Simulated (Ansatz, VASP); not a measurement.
**LiAl3O: VASP beside Ansatz**

```
CELL_PARAMETERS angstrom
2.84997 0.00000 0.00000
-1.42499 2.46815 0.00000
0.00000 0.00000 18.92707
ATOMIC_POSITIONS crystal
Li 0.66667 0.33333 0.12541
Li 0.33333 0.66667 0.87459
Al 0.00000 0.00000 0.00000
Al 0.00000 0.00000 0.74832
Al 0.66667 0.33333 0.62688
Al 0.00000 0.00000 0.25168
Al 0.33333 0.66667 0.37312
Al 0.00000 0.00000 0.50000
O 0.33333 0.66667 0.05382
O 0.66667 0.33333 0.94618
```

Alike in both runs: functional PBE; k mesh 6 × 6 × 1; occupations gaussian, width 0.2 eV; no spin polarisation.

Ansatz relaxed the structure, and its values are those at the end. VASP's run is a single point on that final structure, the one shown.

|  | VASP | Ansatz |
| --- | --- | --- |
| version | VASP 6.6.1 | Ansatz 0.2.0 |
| potentials or method | VASP PAW PBE potentials, release 64 (Li_sv, Al, O), cutoff 520 eV | scalar-relativistic, plane waves, PAW |
| valence electrons in the cell | 36 | 36 |

|  | VASP | Ansatz | Ansatz less VASP |
| --- | --- | --- | --- |
| gap on the k mesh at the Fermi level (eV) | none | none | - |
| rms of the force components (eV/Å) | 0.025 | 0.025 | +0.0001 |

A gap of «none» marks a metal or a gap that the smearing closes. With one functional, cell and mesh, what is left measures potentials, basis and numerics.

The k mesh is coarse, so the values compare programs but aren't converged. Noted on VASP's run: the cutoff is under 1.25 times that of the potentials, so the pressure is a little rough.
